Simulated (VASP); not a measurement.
Here is a VASP 6.6.1 calculation.

INCAR

```
SYSTEM = InSe
PREC = Accurate
ENCUT = 520
EDIFF = 1E-6
ISMEAR = -1
SIGMA = 0.01
LREAL = .False.
LASPH = .True.
NELM = 80
ALGO = Normal
ISIF = 2
LWAVE = .False.
LCHARG = .False.
GGA = PE
NBANDS = 27
```

File KPOINTS:

```
regular mesh
0
Gamma
  7 7 7
  0 0 0
```

Contents of POSCAR:

```
InSe
1.0
    1.9799996538      1.1431533331      8.3166700000
   -1.9799996538      1.1431533331      8.3166700000
    0.0000000000     -2.2863066663      8.3166700000
In Se
2 2
Direct
    0.0000000000      0.0000000000      0.0000000000
    0.1122000000      0.1122000000      0.1122000000
    0.6155000000      0.6155000000      0.6155000000
    0.8300000000      0.8300000000      0.8300000000
```

Potentials or basis: VASP PAW PBE potentials, release 64 (In_d, Se).

The run is started by

```sh
$ cat potpaw_PBE.64/In_d/POTCAR potpaw_PBE.64/Se/POTCAR > POTCAR
$ mpirun -np 1 vasp_std > vasp.out
```

Task: Estimate the band gap on the k mesh.

Result: 0.82 eV (least direct gap 0.83 eV).

Task: Predict the pressure.

Result: 4.2 GPa.

Task: What does it give for the largest force?

Result: 0.410 eV/Å.

Stress tensor (GPa, compression positive):
```
4.68 0.00 0.00
0.00 4.68 0.00
0.00 0.00 3.19
```

Caveat: the cell differs from its parent crystal (equal xx and yy strain of -1 %); the cell stands under pressure; spin-orbit coupling is left out, which moves the levels of the heavy elements; an odd mesh through Γ misses points on the zone boundary, where band edges can lie.
